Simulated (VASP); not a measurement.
**MnO2: single point with PBE**

The system is MnO2.

```
Mn O
1.0
     1.42843    0.82471    4.58393
    -1.42843    0.82471    4.58393
     0.00000   -1.64941    4.58393
Mn O
1 2
Direct
  0.00000 0.00000 0.00000
  0.73564 0.73564 0.73564
  0.26436 0.26436 0.26436
```

```yaml
Program: VASP 6.6.1
Task: single point
Functional: PBE
Potentials_or_basis: VASP PAW PBE potentials, release 64 (Mn_pv, O)
Cutoff: 520 eV
k_mesh: 11 × 11 × 11
Occupations: fermi-dirac, width 0.05 eV
Spin: collinear spin, ferromagnetic start
Starting_moments: "[4.0, 0.0, 0.0] μB"
```

```yaml
Pressure: 5.9 GPa
Largest_force: 0.307 eV/Å
Band_gap_on_the_k_mesh: 0.84 eV, indirect (least direct gap 0.91 eV)
Net_moment: 3.00 μB per cell
Site_moments: Mn +2.83; O +0.04 μB
Valence_electrons_inside_the_program's_atomic_spheres: Mn 11.75; O 5.00
```

Forces in eV/Å, atoms in the order of the input:
```
Mn   0.000  0.000  0.000
O    0.000  0.000  0.307
O    0.000  0.000 -0.307
```

Stress tensor (GPa, compression positive):
```
6.39 0.00 0.00
0.00 6.39 0.00
0.00 0.00 4.95
```

Levels at points of the mesh, in eV from the valence-band top:
Spin up:
```csv
k point,band 10,band 11,band 12,band 13,band 14,band 15,band 16,band 17,band 18,band 19
"(0.00, 0.00, 0.00)",-2.39,-1.37,-1.37,-1.11,-0.32,2.93,2.93,7.22,10.43,14.98
```
Spin down:
| k point | band 8 | band 9 | band 10 | band 11 | band 12 | band 13 | band 14 | band 15 |
| --- | --- | --- | --- | --- | --- | --- | --- | --- |
| (0.00, 0.00, 0.00) | -5.03 | -1.30 | -1.30 | -0.94 | 0.84 | 0.84 | 2.50 | 4.22 |

It took 5 min on 1 thread of AMD EPYC 9R45 96-Core Processor (Zen 5) (shared host), peak memory 0.32 GiB.

Caveat: a cell with one magnetic atom can't hold antiferromagnetic order, which such compounds often take. A hybrid or GW would open this gap; PBE tends to underestimate it.
